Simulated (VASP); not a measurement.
# BN (R3m) in VASP: settings compared

BN is run at these levels: LDA, PBEsol; tasks: single point.

All numbers are computed with VASP 6.6.1; they aren't measurements. Logs are shortened: lines on timing, memory, paths and dates and some standing lists are left out, and cuts for length are marked.

## 1. The cell of the first run

It takes space group R3m (No. 160, trigonal). The conventional cell has a = 2.451 Å, b = 2.451 Å, c = 9.912 Å, α = 90.00°, β = 90.00°, γ = 120.00°. Within 1.9 Å of N (site symmetry 3m) lie 3 B at 1.42 Å. Within 1.9 Å of B (site symmetry 3m) lie 3 N at 1.42 Å.

## 2. Single point, LDA (volume scaled by 0.94)

The input, INCAR:

```
ALGO = Normal
EDIFF = 1E-6
ENCUT = 520
GGA = CA
ISIF = 2
ISMEAR = -1
LASPH = T
LCHARG = F
LREAL = F
LWAVE = F
NBANDS = 11
NELM = 60
PREC = Accurate
SIGMA = 0.05
```

The input, KPOINTS:

```
k-points
0
Gamma
  12 12 12
```

The input, POSCAR:

```
BN
1.0
    1.2255815191      0.7075898200      3.3040796871
   -1.2255815191      0.7075898200      3.3040796871
    0.0000000000     -1.4151796399      3.3040796871
N B
1 1
Direct
    0.6672382000      0.6672382000      0.6672382000
    0.0003288000      0.0003288000      0.0003288000
```

Potentials or basis: VASP PAW LDA potentials, release 64 (N, B).

The run is started by

```console
cat potpaw_LDA.64/N/POTCAR potpaw_LDA.64/B/POTCAR > POTCAR
mpirun -np 1 vasp_std > vasp.out
```

OUTCAR:

```text
EDIFF = 1E-6
   ENCUT = 520
   GGA = CA
   ISIF = 2
   ISMEAR = -1
   LASPH = T
   LREAL = F
   NELM = 60
   PREC = Accurate

 ion  position               nearest neighbor table
   1  0.667  0.667  0.667-   2 1.42   2 1.42   2 1.42
   2  0.000  0.000  0.000-   1 1.42   1 1.42   1 1.42

  LATTYP: Found a trigonal (rhomboedric) cell.
 ALAT       =     3.5943950801
 COS(alpha) =     0.7674786797

  Lattice vectors:

 A1 = (   1.2255815191,   0.7075898200,   3.3040796871)
 A2 = (  -1.2255815191,   0.7075898200,   3.3040796871)
 A3 = (   0.0000000000,  -1.4151796399,   3.3040796871)

Analysis of symmetry for initial positions (statically):
=====================================================================
 Subroutine PRICEL returns:
 Original cell was already a primitive cell.

 Routine SETGRP: Setting up the symmetry group for a
 trigonal (rhombohedral) supercell.

 Subroutine GETGRP returns: Found  6 space group operations
 (whereof  6 operations were pure point group operations)
 out of a pool of 12 trial point group operations.

The static configuration has the point symmetry C_3v.

Analysis of symmetry for dynamics (positions and initial velocities):
=====================================================================
 Subroutine PRICEL returns:
 Original cell was already a primitive cell.

 Routine SETGRP: Setting up the symmetry group for a
 trigonal (rhombohedral) supercell.

 Subroutine GETGRP returns: Found  6 space group operations
 (whereof  6 operations were pure point group operations)
 out of a pool of 12 trial point group operations.

The dynamic configuration has the point symmetry C_3v.

 Subroutine INISYM returns: Found  6 space group operations
 (whereof  6 operations are pure point group operations),
 and found     1 'primitive' translations

----------------------------------------------------------------------------------------

                                     Primitive cell

  volume of cell :      17.1920

  direct lattice vectors                    reciprocal lattice vectors
     1.225581519  0.707589820  3.304079687     0.407969598  0.235541357  0.100885380
    -1.225581519  0.707589820  3.304079687    -0.407969598  0.235541357  0.100885380
     0.000000000 -1.415179640  3.304079687     0.000000000 -0.471082715  0.100885380

  length of vectors
     3.594395080  3.594395080  3.594395080     0.481764241  0.481764241  0.481764241

  position of ions in fractional coordinates (direct lattice)
     0.667238200  0.667238200  0.667238200
     0.000328800  0.000328800  0.000328800

  ion indices of the primitive-cell ions
   primitive index   ion index
                 1           1
                 2           2

----------------------------------------------------------------------------------------

 KPOINTS: k-points

Automatic generation of k-mesh.
 Grid dimensions read from file:
 generate k-points for:   12   12   12

 Generating k-lattice:

  Cartesian coordinates                     Fractional coordinates (reciprocal lattice)
     0.033997467  0.019628446  0.008407115     0.083333333  0.000000000  0.000000000
    -0.033997467  0.019628446  0.008407115     0.000000000  0.083333333  0.000000000
     0.000000000 -0.039256893  0.008407115     0.000000000  0.000000000  0.083333333

  Length of vectors
     0.040147020  0.040147020  0.040147020

  Shift w.r.t. Gamma in fractional coordinates (k-lattice)
     0.000000000  0.000000000  0.000000000

 Subroutine IBZKPT returns following result:
 ===========================================

 Found    189 irreducible k-points:

 Following reciprocal coordinates:
            Coordinates               Weight
  0.000000  0.000000  0.000000      1.000000
  0.083333  0.000000  0.000000      6.000000
  0.166667  0.000000  0.000000      6.000000
  0.250000  0.000000  0.000000      6.000000
  0.333333 -0.000000 -0.000000      6.000000
  0.416667  0.000000  0.000000      6.000000
[... 16 lines left out ...]
  0.500000  0.166667  0.000000     12.000000
 -0.416667  0.166667 -0.000000     12.000000
 [... further k-points ...]
   k-points           NKPTS =    189   k-points in BZ     NKDIM =    189   number of bands    NBANDS=     11
   number of dos      NEDOS =    301   number of ions     NIONS =      2
   total plane-waves  NPLWV =  21952
   dimension x,y,z NGX =    28 NGY =   28 NGZ =   28
   dimension x,y,z NGXF=    56 NGYF=   56 NGZF=   56
   ions per type =               1   1
   NGX,Y,Z   is equivalent  to a cutoff of  12.95, 12.95, 12.95 a.u.
   NGXF,Y,Z  is equivalent  to a cutoff of  25.90, 25.90, 25.90 a.u.
 SYSTEM =  unknown system
   PREC   = accura    normal or accurate (medium, high low for compatibility)
   ISTART =      0    job   : 0-new  1-cont  2-samecut
   ICHARG =      2    charge: 1-file 2-atom 10-const
   ISPIN  =      1    spin polarized calculation?
   LNONCOLLINEAR =      F non collinear calculations
   LSORBIT =      F    spin-orbit coupling
   LASPH  =      T    aspherical Exc in radial PAW
   ENCUT  =  520.0 eV  38.22 Ry    6.18 a.u.   6.68  6.68  6.68*2*pi/ulx,y,z
   NELM   =     60;   NELMIN=  2; NELMDL= -5     # of ELM steps
   EDIFF  = 0.1E-05   stopping-criterion for ELM
   LREAL  =      F    real-space projection
   EDIFFG = 0.1E-04   stopping-criterion for IOM
   NSW    =      0    number of steps for IOM
   IBRION =     -1    ionic relax: 0-MD 1-quasi-New 2-CG
   NFREE  =      0    steps in history (QN), initial steepest desc. (CG)
   ISIF   =      2    stress and relaxation
   ISYM   =      2    0-nonsym 1-usesym 2-fastsym
   POTIM  = 0.5000    time-step for ionic-motion
   TEBEG  =    0.0;   TEEND  =   0.0 temperature during run
   PSTRESS=    0.0 pullay stress
   NELECT =       8.0000    total number of electrons
   NUPDOWN=      -1.0000    fix difference up-down
   EMIN   =  10.00;   EMAX   =-10.00  energy-range for DOS
   EFERMI =   0.00;   METHOD = LEGACY
   ISMEAR =    -1;   SIGMA  =   0.05  broadening in eV -4-tet -1-fermi 0-gaus
   EFERMI_NEDOS =   21; number of points for ismear=-14 and -15
   IALGO  =     38    algorithm
   IMIX   =      4    mixing-type and parameters
     AMIX     =   0.40;   BMIX     =  1.00
     AMIX_MAG =   1.60;   BMIX_MAG =  1.00
  volume/ion in A,a.u.               =       8.60        58.01
  Fermi-wavevector in a.u.,A,eV,Ry     =   1.268614  2.397334 21.896979  1.609383
  Thomas-Fermi vector in A             =   2.401700
   LORBIT       =      0    0 simple, 1 ext, 2 COOP (PROOUT), +10 PAW based schemes
   GGA     = CA    functional components
   LHFCALC =     F    Hartree Fock is set to
   AEXX    =    0.0000 exact exchange contribution
   IVDW    =     0    specifies the selected vdW correction
   LEPSILON=     F    determine dielectric tensor
   LRPA    =     F    only Hartree local field effects (RPA)
 non-spin polarized calculation
  energy-cutoff  :      520.00
  volume of cell :       17.19
 maximum number of plane-waves:       477
   NGX = 13   NGY = 13   NGZ = 13

 number of electron       7.9999999 magnetization

 Free energy of the ion-electron system (eV)
  ---------------------------------------------------
  ext. energy  EPLUGINS =         0.00000000
  ---------------------------------------------------
  free energy    TOTEN  =       -19.25863304 eV

  energy without entropy =      -19.25863304  energy(sigma->0) =      -19.25863304

 E-fermi :   3.4715     XC(G=0): -10.6911

 val. band max:        2.4415103154   @ k =  -0.3333   0.3333   0.0000
 cond. band min:       6.5998063011   @ k =   0.5000   0.5000   0.0000
 fundamental gap:      4.1582959858
 Fermi energy:         3.4714510171

 k-point     1 :       0.0000    0.0000    0.0000
  band No.  band energies     occupation
      1     -15.5095      2.00000
      2      -1.9970      2.00000
      3       1.2275      2.00000
      4       1.2275      2.00000
      5       7.3909      0.00000
      6      14.5380      0.00000
      7      14.5380      0.00000
      8      16.1878      0.00000
      9      18.4494      0.00000
     10      29.2022      0.00000
     11      30.9712      0.00000

 k-point     2 :       0.0833    0.0000    0.0000
  band No.  band energies     occupation
      1     -15.3650      2.00000
      2      -1.8412      2.00000
      3       0.6548      2.00000
      4       0.9523      2.00000
      5       7.6740      0.00000
      6      14.4750      0.00000
      7      15.1663      0.00000
      8      15.6821      0.00000
      9      18.8859      0.00000
     10      28.9426      0.00000
     11      29.6140      0.00000

 k-point     3 :       0.1667    0.0000    0.0000
  band No.  band energies     occupation
      1     -14.9385      2.00000
      2      -1.3846      2.00000
      3      -0.7872      2.00000
      4       0.2846      2.00000
      5       8.4356      0.00000
      6      14.2311      0.00000
      7      14.4676      0.00000
      8      16.8712      0.00000
      9      19.8929      0.00000
     10      26.0550      0.00000
     11      28.5340      0.00000

 k-point     4 :       0.2500    0.0000    0.0000
  band No.  band energies     occupation
      1     -14.2567      2.00000
      2      -2.6493      2.00000
      3      -0.6255      2.00000
      4      -0.4862      2.00000
      5       9.5135      0.00000
      6      12.5036      0.00000
      7      14.3393      0.00000
      8      19.2831      0.00000
      9      20.7594      0.00000
     10      23.9023      0.00000
     11      26.8446      0.00000

 k-point     5 :       0.3333   -0.0000   -0.0000
  band No.  band energies     occupation
      1     -13.3873      2.00000
      2      -4.5167      2.00000
      3      -1.1462      2.00000
      4       0.3376      2.00000
      5       9.8875      0.00000
      6      11.5325      0.00000
      7      14.4085      0.00000
      8      20.2355      0.00000
      9      21.9925      0.00000
     10      23.2748      0.00000
     11      25.6250      0.00000
[... 211 lines left out ...]
 k-point    21 :       0.3333    0.1667   -0.0000
  band No.  band energies     occupation
      1     -13.8237      2.00000
      2      -3.0718      2.00000
      3      -1.4971      2.00000
      4      -0.5339      2.00000
      5      10.3146      0.00000
      6      12.3585      0.00000
      7      15.4082      0.00000
      8      18.2662      0.00000
      9      21.0929      0.00000
     10      22.9781      0.00000
     11      27.4557      0.00000

 k-point    22 :       0.4167    0.1667    0.0000
  band No.  band energies     occupation
      1     -12.9892      2.00000
      2      -4.5337      2.00000
      3      -2.3663      2.00000
      4       0.4019      2.00000
      5       9.5421      0.00000
      6      13.0906      0.00000
      7      15.9596      0.00000
      8      18.5768      0.00000
      9      20.0268      0.00000
     10      23.5186      0.00000
     11      26.5586      0.00000

 k-point    23 :       0.5000    0.1667    0.0000
  band No.  band energies     occupation
      1     -12.1728      2.00000
      2      -5.8396      2.00000
      3      -2.8878      2.00000
      4       1.4313      2.00000
      5       8.3126      0.00000
      6      14.1913      0.00000
      7      16.1157      0.00000
      8      17.8480      0.00000
      9      20.0588      0.00000
     10      23.6328      0.00000
     11      26.7256      0.00000

 k-point    24 :      -0.4167    0.1667   -0.0000
  band No.  band energies     occupation
      1     -11.8037      2.00000
      2      -6.3953      2.00000
      3      -3.0618      2.00000
      4       2.1029      2.00000
      5       7.6541      0.00000
      6      14.2946      0.00000
      7      16.2039      0.00000
      8      17.0053      0.00000
      9      20.4708      0.00000
     10      24.4276      0.00000
     11      26.4312      0.00000

 [... further k-points ...]
[... 5 lines left out ...]
  --------------------------------------------------------------------------------------
  -------------------------------------------------------------------------------------
  Total        2.0300944      2.0300944     -0.0826743      0.0000000     -0.0000000      0.0000000
  in kB      189.1913513    189.1913513     -7.7046973      0.0000000     -0.0000000      0.0000000
  external PRESSURE =     123.5593351 kB  Pullay stress =       0.0000000 kB

 VOLUME and BASIS-vectors are now :
 -----------------------------------------------------------------------------
  energy-cutoff  :      520.00
  volume of cell :       17.19
      direct lattice vectors                 reciprocal lattice vectors
     1.225581519  0.707589820  3.304079687     0.407969598  0.235541357  0.100885380
    -1.225581519  0.707589820  3.304079687    -0.407969598  0.235541357  0.100885380
     0.000000000 -1.415179640  3.304079687     0.000000000 -0.471082715  0.100885380

 POSITION                                       TOTAL-FORCE (eV/Angst)
 -----------------------------------------------------------------------------------
      0.00000      0.00000      6.61382         0.000000      0.000000      0.002524
      0.00000      0.00000      0.00326         0.000000     -0.000000     -0.002524
 -----------------------------------------------------------------------------------
    total drift:                               -0.000000     -0.000000     -0.000063

  FREE ENERGIE OF THE ION-ELECTRON SYSTEM (eV)
  ---------------------------------------------------
  free  energy   TOTEN  =       -19.2586330396 eV

  energy  without entropy=      -19.2586330396  energy(sigma->0) =      -19.25863304
```

Run time: 28 s. Hardware: 1 thread of Intel Xeon Platinum 8488C (Sapphire Rapids), shared host; peak memory 0.15 GiB.

Results:

```
Free energy            : -19.2586 eV
Pressure               : 12.4 GPa
Band gap on the k mesh : 4.16 eV, indirect (least direct gap 4.70 eV)
```

Forces in eV/Å, atoms in the order of the input:
```
N    0.000  0.000  0.003
B    0.000  0.000 -0.003
```

Levels at points of the mesh, in eV from the valence-band top:
```csv
k point,band 1,band 2,band 3,band 4,band 5,band 6,band 7,band 8,band 9
"(0.00, 0.00, 0.00)",-17.95,-4.44,-1.21,-1.21,4.95,12.10,12.10,13.75,16.01
"(0.50, 0.00, 0.00)",-14.53,-9.14,-4.17,-0.63,5.30,10.53,13.12,15.13,20.32
"(0.50, 0.50, 0.00)",-14.45,-9.00,-4.23,-1.29,4.16,10.56,14.36,17.84,20.98
"(0.50, 0.50, 0.50)",-17.63,-6.64,-1.23,-1.23,10.26,12.02,12.02,13.49,16.81
```

 A k mesh can miss the band edges.

(Part 1 of 2 ends here.)
